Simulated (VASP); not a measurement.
The system is AgRh.

```
CELL_PARAMETERS angstrom
2.77759 0.00000 0.00000
-1.38879 2.40546 0.00000
0.00000 0.00000 4.80860
ATOMIC_POSITIONS crystal
Ag 0.00000 0.00000 0.50000
Rh 0.66667 0.33333 0.00000
```

```yaml
Program: VASP 6.6.1
Task: relaxation of volume and atoms at fixed shape
Functional: LDA
Potentials_or_basis: VASP PAW LDA potentials, release 64 (Ag, Rh_pv)
Cutoff: 500 eV
k_mesh: 8 × 8 × 4
Occupations: fermi-dirac, width 0.05 eV
Spin: no spin polarisation
```

At the start: pressure -15.1 GPa; volume 16.06 Å³/atom.

**Question.** Where does the relaxation end?

**Answer.** Over 4 steps the energy falls by 74.0 meV/atom and the volume is 14.65 Å³/atom (-8.8 %); space group P-6m2 (No. 187, to 0.1 Å) before and after.

The path:
```csv
step,energy change (eV),largest force (eV/Å),pressure (GPa),volume (Å³)
1,0.0000,0.0000,-15.10,32.13
2,0.2585,0.0000,40.63,25.59
3,-0.1478,0.0000,-0.71,29.38
4,-0.1480,0.0000,-0.16,29.31
```

Final structure:
```
Ag Rh
1.0
     2.69376    0.00000    0.00000
    -1.34688    2.33286    0.00000
     0.00000    0.00000    4.66347
Ag Rh
1 1
Direct
  0.00000 0.00000 0.50000
  0.66667 0.33333 0.00000
```
